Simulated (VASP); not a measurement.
# Ga (Pm-3m) in VASP: further runs

Aim: see how the results for Ga move with the level of theory and the settings. Levels: PBE0, PBE. Tasks: single point.

Program: VASP 6.6.1. These are calculated values, not measurements. Logs are shortened: lines on timing, memory, paths and dates and some standing lists are left out, and cuts for length are marked.

**1. The cell of the first run**

Symmetry: Pm-3m, No. 221, cubic system. The conventional cell has a = 2.770 Å, b = 2.770 Å, c = 2.770 Å, α = 90.00°, β = 90.00°, γ = 90.00°. Within 3.7 Å of Ga (site symmetry m-3m) lie 6 Ga at 2.77 Å.

**2. Single point, PBE0**

POSCAR reads:

```
Ga
1.0
    2.7697578399      0.0000000000      0.0000000000
    0.0000000000      2.7697578399      0.0000000000
    0.0000000000      0.0000000000      2.7697578399
Ga
1
Direct
    0.0000000000      0.0000000000      0.0000000000
```

INCAR.step1 reads:

```
SYSTEM = Ga
PREC = Accurate
ENCUT = 520
EDIFF = 1E-5
ISMEAR = -1
SIGMA = 0.05
LREAL = .False.
LASPH = .True.
NELM = 80
ALGO = Normal
ISIF = 2
LWAVE = .True.
LCHARG = .False.
GGA = PE
NBANDS = 12
```

INCAR.step2 reads:

```
SYSTEM = Ga
PREC = Accurate
ENCUT = 520
EDIFF = 1E-7
ISMEAR = -1
SIGMA = 0.05
LREAL = .False.
LASPH = .True.
NELM = 80
ALGO = Normal
ISIF = 2
LWAVE = .False.
LCHARG = .False.
GGA = PE
LHFCALC = .True.
AEXX = 0.25
PRECFOCK = Normal
ISTART = 1
NBANDS = 12
```

KPOINTS reads:

```
regular mesh
0
Gamma
  5 5 5
  0 0 0
```

Potentials or basis: VASP PAW PBE potentials, release 64 (Ga_d).

Launch:

```sh
cat potpaw_PBE.64/Ga_d/POTCAR > POTCAR
cp INCAR.step1 INCAR
mpirun -np 1 vasp_std > vasp.out
cp INCAR.step2 INCAR
mpirun -np 1 vasp_std > vasp.out
```

OUTCAR:

```text
SYSTEM = Ga
   PREC = Accurate
   ENCUT = 520
   EDIFF = 1E-7
   ISMEAR = -1
   LREAL = .False.
   LASPH = .True.
   NELM = 80
   ISIF = 2
   GGA = PE
   LHFCALC = .True.
   AEXX = 0.25
   PRECFOCK = Normal
   ISTART = 1

 ion  position               nearest neighbor table
   1  0.000  0.000  0.000-

  LATTYP: Found a simple cubic cell.
 ALAT       =     2.7697578399

  Lattice vectors:

 A1 = (   2.7697578399,   0.0000000000,   0.0000000000)
 A2 = (   0.0000000000,   2.7697578399,   0.0000000000)
 A3 = (   0.0000000000,   0.0000000000,   2.7697578399)

Analysis of symmetry for initial positions (statically):
=====================================================================
 Subroutine PRICEL returns:
 Original cell was already a primitive cell.

 Routine SETGRP: Setting up the symmetry group for a
 simple cubic supercell.

 Subroutine GETGRP returns: Found 48 space group operations
 (whereof 48 operations were pure point group operations)
 out of a pool of 48 trial point group operations.

The static configuration has the point symmetry O_h .

Analysis of symmetry for dynamics (positions and initial velocities):
=====================================================================
 Subroutine PRICEL returns:
 Original cell was already a primitive cell.

 Routine SETGRP: Setting up the symmetry group for a
 simple cubic supercell.

 Subroutine GETGRP returns: Found 48 space group operations
 (whereof 48 operations were pure point group operations)
 out of a pool of 48 trial point group operations.

The dynamic configuration has the point symmetry O_h .

 Subroutine INISYM returns: Found 48 space group operations
 (whereof 48 operations are pure point group operations),
 and found     1 'primitive' translations

----------------------------------------------------------------------------------------

                                     Primitive cell

  volume of cell :      21.2484

  direct lattice vectors                    reciprocal lattice vectors
     2.769757840  0.000000000  0.000000000     0.361042394  0.000000000  0.000000000
     0.000000000  2.769757840  0.000000000     0.000000000  0.361042394  0.000000000
     0.000000000  0.000000000  2.769757840     0.000000000  0.000000000  0.361042394

  length of vectors
     2.769757840  2.769757840  2.769757840     0.361042394  0.361042394  0.361042394

[... 76 lines left out ...]
   EMIN   =  10.00;   EMAX   =-10.00  energy-range for DOS
   EFERMI =   0.00;   METHOD = LEGACY
   ISMEAR =    -1;   SIGMA  =   0.05  broadening in eV -4-tet -1-fermi 0-gaus
   EFERMI_NEDOS =   21; number of points for ismear=-14 and -15
   IALGO  =     38    algorithm
   IMIX   =      1    mixing-type and parameters
     AMIX     =   0.40;   BMIX     =  1.00
     AMIX_MAG =   1.60;   BMIX_MAG =  1.00
  volume/ion in A,a.u.               =      21.25       143.39
  Fermi-wavevector in a.u.,A,eV,Ry     =   1.389785  2.626312 26.279668  1.931501
  Thomas-Fermi vector in A             =   2.513782
   LORBIT       =      0    0 simple, 1 ext, 2 COOP (PROOUT), +10 PAW based schemes
   GGA     = PE    functional components
   LHFCALC =     T    Hartree Fock is set to
   PRECFOCK=normal    Normal, Fast or Accurate (Low or Medium for compatibility)
   ENCUT4O =  -1.0   cutoff for four orbital integrals eV
   NKREDX  =     1    reduce k-point grid by
   NKREDY  =     1    reduce k-point grid by
   NKREDZ  =     1    reduce k-point grid by
   AEXX    =    0.2500 exact exchange contribution
   HFSCREEN=    0.0000 screening length (either q_TF or 0.3 A-1)
   HFSCREENC=   0.0000 screening length for correlation (either q_TF or 0.3 A-1)
   ENCUTFOCK=  -1.0 apply spherical cutoff to Coloumb kernel
   IVDW    =     0    specifies the selected vdW correction
   LEPSILON=     F    determine dielectric tensor
   LRPA    =     F    only Hartree local field effects (RPA)
 non-spin polarized calculation
  energy-cutoff  :      520.00
  volume of cell :       21.25
 maximum number of plane-waves:       588
 NGX is ok and might be reduce to    24
  NGX = 16; NGY = 16; NGZ = 16

 number of electron      12.9999995 magnetization

 Free energy of the ion-electron system (eV)
  ---------------------------------------------------
  ext. energy  EPLUGINS =         0.00000000
  ---------------------------------------------------
  free energy    TOTEN  =        -3.52228907 eV

  energy without entropy =       -3.51649415  energy(sigma->0) =       -3.51939161

 E-fermi :   4.0164     XC(G=0):  -8.1777

 val. band max:        3.9720708341   @ k =   0.4000   0.4000   0.0000
 cond. band min:       5.2940379811   @ k =   0.4000   0.4000   0.2000
 fundamental gap:      1.3219671470
 Fermi energy:         4.0164359938

 k-point     1 :       0.0000    0.0000    0.0000
  band No.  band energies     occupation
      1     -14.1176      2.00000
      2     -14.1176      2.00000
      3     -13.6767      2.00000
      4     -13.6767      2.00000
      5     -13.6767      2.00000
      6      -7.7342      2.00000
      7      14.0680      0.00000
      8      14.0680      0.00000
      9      14.0680      0.00000
     10      16.8393      0.00000
     11      16.8393      0.00000
     12      19.1123      0.00000
[... 121 lines left out ...]
 k-point    10 :       0.4000    0.4000    0.4000
  band No.  band energies     occupation
      1     -13.9355      2.00000
      2     -13.9278      2.00000
      3     -13.9278      2.00000
      4     -13.6049      2.00000
      5     -13.6049      2.00000
      6       2.6392      2.00000
      7       7.4391      0.00000
      8       7.4391      0.00000
      9       9.9266      0.00000
     10      13.8271      0.00000
     11      14.4638      0.00000
     12      14.4638      0.00000

------------------------ aborting loop because EDIFF is reached ----------------------------------------

  FORCE on cell =-STRESS in cart. coord.  units (eV):
  Direction    XX          YY          ZZ          XY          YZ          ZX
  --------------------------------------------------------------------------------------
  -------------------------------------------------------------------------------------
  Total       -0.5414130     -0.5414130     -0.5414130     -0.0000000      0.0000000      0.0000000
  in kB      -40.8238397    -40.8238397    -40.8238397     -0.0000000      0.0000000      0.0000000
  external PRESSURE =     -40.8238397 kB  Pullay stress =       0.0000000 kB

 VOLUME and BASIS-vectors are now :
 -----------------------------------------------------------------------------
  energy-cutoff  :      520.00
  volume of cell :       21.25
      direct lattice vectors                 reciprocal lattice vectors
     2.769757840  0.000000000  0.000000000     0.361042394  0.000000000  0.000000000
     0.000000000  2.769757840  0.000000000     0.000000000  0.361042394  0.000000000
     0.000000000  0.000000000  2.769757840     0.000000000  0.000000000  0.361042394

 POSITION                                       TOTAL-FORCE (eV/Angst)
 -----------------------------------------------------------------------------------
      0.00000      0.00000      0.00000         0.000000      0.000000      0.000000
 -----------------------------------------------------------------------------------
    total drift:                                0.000000     -0.000000     -0.000000

  FREE ENERGIE OF THE ION-ELECTRON SYSTEM (eV)
  ---------------------------------------------------
  free  energy   TOTEN  =        -3.5222890654 eV

  energy  without entropy=       -3.5164941477  energy(sigma->0) =       -3.51939161
```

OSZICAR.step1:

```text
N       E                     dE             d eps       ncg     rms          rms(c)
DAV:   1     0.447145155816E+02    0.44715E+02   -0.68558E+03   256   0.178E+03
DAV:   2    -0.348590191512E+00   -0.45063E+02   -0.43867E+02   260   0.268E+02
DAV:   3    -0.284130067214E+01   -0.24927E+01   -0.24886E+01   272   0.481E+01
DAV:   4    -0.286611581468E+01   -0.24815E-01   -0.24813E-01   276   0.527E+00
DAV:   5    -0.286642015033E+01   -0.30434E-03   -0.30433E-03   284   0.508E-01    0.833E-01
DAV:   6    -0.284873102176E+01    0.17689E-01   -0.35943E-02   296   0.357E+00    0.421E-01
DAV:   7    -0.284624604526E+01    0.24850E-02   -0.65840E-03   332   0.124E+00    0.125E-01
DAV:   8    -0.284603068668E+01    0.21536E-03   -0.68762E-04   284   0.411E-01    0.132E-02
DAV:   9    -0.284603872398E+01   -0.80373E-05   -0.11193E-05   220   0.393E-02
   1 F= -.28460387E+01 E0= -.28431412E+01  d E =-.579513E-02
```

It took 6.1 min on 1 thread of AMD EPYC 7R43 (Zen 3), shared host; peak memory 0.1 GiB.

Results:

- Free energy: -3.5223 eV
- Pressure: -4.1 GPa

Caveat: the k points lie up to 0.45 Å⁻¹ apart; the PAW data sets were made with another functional, which shifts forces and pressure a little.

**3. Single point, PBE**

This run uses another cell than the first one, of 18.84 Å³/atom, 0.887 times its volume.

INCAR reads:

```
SYSTEM = Ga
PREC = Accurate ; ENCUT = 500
EDIFF = 1E-6 ; ISMEAR = -1
SIGMA = 0.05 ; LREAL = .False.
LASPH = .True. ; NELM = 120
ALGO = Normal ; ISIF = 2
LWAVE = .False. ; LCHARG = .False.
GGA = PE ; NBANDS = 12
GGA_COMPAT = .False.
```

KPOINTS reads:

```
Automatic mesh
0
Gamma
  10 10 10
  0 0 0
```

POSCAR reads:

```
Ga
1.0
    2.6610260726      0.0000000000      0.0000000000
    0.0000000000      2.6610260726      0.0000000000
    0.0000000000      0.0000000000      2.6610260726
Ga
1
Direct
    0.0000000000      0.0000000000      0.0000000000
```

Potentials or basis: VASP PAW PBE potentials, release 64 (Ga_d).

Launch:

```sh
cat potpaw_PBE.64/Ga_d/POTCAR > POTCAR
mpirun -np 1 vasp_std > vasp.out
```

It took 10 s on 1 thread of Intel Xeon 8259CL, shared host; peak memory 0.13 GiB.

The run converged. Its results:

| Quantity | Value |
| --- | --- |
| Free energy | -2.8188 eV |
| Pressure | 3.3 GPa |

Levels at points of the mesh, in eV from the Fermi level:
```csv
k point,band 2,band 3,band 4,band 5,band 6,band 7,band 8,band 9,band 10,band 11
"(0.00, 0.00, 0.00)",-15.24,-14.64,-14.64,-14.64,-11.02,9.36,9.36,9.36,12.26,12.26
"(0.50, 0.00, 0.00)",-14.88,-14.80,-14.80,-14.63,-6.32,-4.42,13.05,13.05,16.19,16.98
"(0.50, 0.50, 0.00)",-15.02,-14.78,-14.78,-14.49,-1.43,-0.77,-0.77,4.20,16.90,21.11
"(0.50, 0.50, 0.50)",-15.04,-15.04,-14.48,-14.48,2.73,2.73,2.73,4.50,8.36,8.36
```

**4. Single point, PBE**

This run uses another cell than the first one, of 19.24 Å³/atom, 0.906 times its volume.

INCAR reads:

```
PREC = Accurate
ENCUT = 500
EDIFF = 1E-6
ISMEAR = -1
SIGMA = 0.05
LREAL = False
LASPH = True
NELM = 120
ALGO = Normal
ISIF = 2
LWAVE = False
LCHARG = False
GGA = PE
NBANDS = 12
GGA_COMPAT = False
```

KPOINTS reads:

```
regular mesh
0
Gamma
  10 10 10
```

POSCAR reads:

```
Ga
1.0
    2.6797663103      0.0000000000      0.0000000000
    0.0000000000      2.6797663103      0.0000000000
    0.0000000000      0.0000000000      2.6797663103
Ga
1
Direct
    0.0000000000      0.0000000000      0.0000000000
```

Potentials or basis: VASP PAW PBE potentials, release 64 (Ga_d).

Launch:

```sh
cat potpaw_PBE.64/Ga_d/POTCAR > POTCAR
mpirun -np 1 vasp_std > vasp.out
```

OUTCAR:

```text
PREC = Accurate
   ENCUT = 500
   EDIFF = 1E-6
   ISMEAR = -1
   LREAL = False
   LASPH = True
   NELM = 120
   ISIF = 2
   GGA = PE

 ion  position               nearest neighbor table
   1  0.000  0.000  0.000-

  LATTYP: Found a simple cubic cell.
 ALAT       =     2.6797663103

  Lattice vectors:

 A1 = (   2.6797663103,   0.0000000000,   0.0000000000)
 A2 = (   0.0000000000,   2.6797663103,   0.0000000000)
[... 528 lines left out ...]
      1      -9.9809      2.00000
      2      -9.7953      2.00000
      3      -9.6297      2.00000
      4      -9.6210      2.00000
      5      -9.5222      2.00000
      6      -3.4127      2.00000
      7       5.5801      0.00029
      8      13.4578      0.00000
      9      14.2451      0.00000
     10      21.7623      0.00000
     11      22.0579      0.00000
     12      23.2774      0.00000

 [... further k-points ...]
[... 5 lines left out ...]
  --------------------------------------------------------------------------------------
  -------------------------------------------------------------------------------------
  Total        0.2415409      0.2415409      0.2415409      0.0000000      0.0000000     -0.0000000
  in kB       20.1099252     20.1099252     20.1099252      0.0000000      0.0000000     -0.0000000
  external PRESSURE =      20.1099252 kB  Pullay stress =       0.0000000 kB

 VOLUME and BASIS-vectors are now :
 -----------------------------------------------------------------------------
  energy-cutoff  :      500.00
  volume of cell :       19.24
      direct lattice vectors                 reciprocal lattice vectors
     2.679766310  0.000000000  0.000000000     0.373166868  0.000000000  0.000000000
     0.000000000  2.679766310  0.000000000     0.000000000  0.373166868  0.000000000
     0.000000000  0.000000000  2.679766310     0.000000000  0.000000000  0.373166868

 POSITION                                       TOTAL-FORCE (eV/Angst)
 -----------------------------------------------------------------------------------
      0.00000      0.00000      0.00000         0.000000      0.000000      0.000000
 -----------------------------------------------------------------------------------
    total drift:                               -0.000000      0.000000      0.000000

  FREE ENERGIE OF THE ION-ELECTRON SYSTEM (eV)
  ---------------------------------------------------
  free  energy   TOTEN  =        -2.8255037817 eV

  energy  without entropy=       -2.8207462208  energy(sigma->0) =       -2.82312500
```

stdout:

```text
POSCAR found type information on POSCAR Ga
 POSCAR found :  1 types and       1 ions
 scaLAPACK will be used
 LDA part: xc-table for (Slater+PW92), standard interpolation
 POSCAR, INCAR and KPOINTS ok, starting setup
 FFT: planning ... GRIDC
 FFT: planning ... GRID_SOFT
 FFT: planning ... GRID
 WAVECAR not read
 entering main loop
```

It took 11 s on 1 thread of Intel Xeon 8259CL, shared host; peak memory 0.13 GiB.

What came out:

```yaml
Free_energy: -2.8255 eV
Pressure: 2.0 GPa
```

Levels at points of the mesh, in eV from the Fermi level:
| k point | band 4 | band 5 | band 6 | band 7 | band 8 | band 9 |
| --- | --- | --- | --- | --- | --- | --- |
| (0.00, 0.00, 0.00) | -14.64 | -14.64 | -10.87 | 9.21 | 9.21 | 9.21 |
| (0.50, 0.00, 0.00) | -14.79 | -14.63 | -6.29 | -4.32 | 12.81 | 12.81 |
| (0.50, 0.50, 0.00) | -14.77 | -14.49 | -1.52 | -0.75 | -0.75 | 4.20 |
| (0.50, 0.50, 0.50) | -14.48 | -14.48 | 2.69 | 2.69 | 2.69 | 4.23 |

**5. Overview**

```csv
level,cell,k mesh,cutoff (eV),grid for exact exchange (PRECFOCK),gap on the mesh (eV),pressure (GPa)
PBE0,"a = 2.770 Å, 1 atom",5 × 5 × 5,520,Normal,none,-4.1
PBE,"a = 2.661 Å, 1 atom",10 × 10 × 10,500,-,none,3.3
PBE,"a = 2.680 Å, 1 atom",10 × 10 × 10,500,-,none,2.0
```

Alike in all rows: task single point; potentials or basis VASP PAW PBE potentials, release 64 (Ga_d); no spin polarisation; smearing fermi-dirac 0.05 eV.

Caveats: some runs use coarse meshes; the PAW data sets were made with another functional, which shifts forces and pressure a little (some runs).

Absolute energies hang on the potentials; compare differences alone.
